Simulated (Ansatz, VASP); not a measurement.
## One calculation of BN, two programs

```
CELL_PARAMETERS angstrom
0.00000 3.49532 2.16609
1.25163 0.00000 2.16609
1.25163 3.49532 0.00000
ATOMIC_POSITIONS crystal
B 0.04126 0.00500 0.93851
N 0.66665 0.66665 0.33335
```

Alike in both runs: task single point; functional PBEsol; k mesh 12 × 12 × 12; occupations gaussian, width 0.05 eV; no spin polarisation.

|  | VASP | Ansatz |
| --- | --- | --- |
| version | VASP 6.6.1 | Ansatz 0.2.0 |
| potentials or method | VASP PAW PBE potentials, release 64 (B, N), cutoff 520 eV | scalar-relativistic, plane waves, PAW |
| valence electrons in the cell | 8 | 8 |

```tsv
	VASP	Ansatz	Ansatz less VASP
gap on the k mesh at the Fermi level (eV)	3.73	3.74	+0.010
least direct gap on the mesh (eV)	4.42	4.42	+0.009
pressure (GPa)	6.1	5.9	-0.22
traceless stress, the component that is largest in VASP (GPa)	14.53	14.25	-0.287
rms of the force components (eV/Å)	3.204	3.205	+0.0006
```

VASP's potentials were made for PBE, not for PBEsol. Atom by atom the forces differ by 0.002 eV/Å (rms over components). With one functional, cell and mesh, what is left measures potentials, basis and numerics.
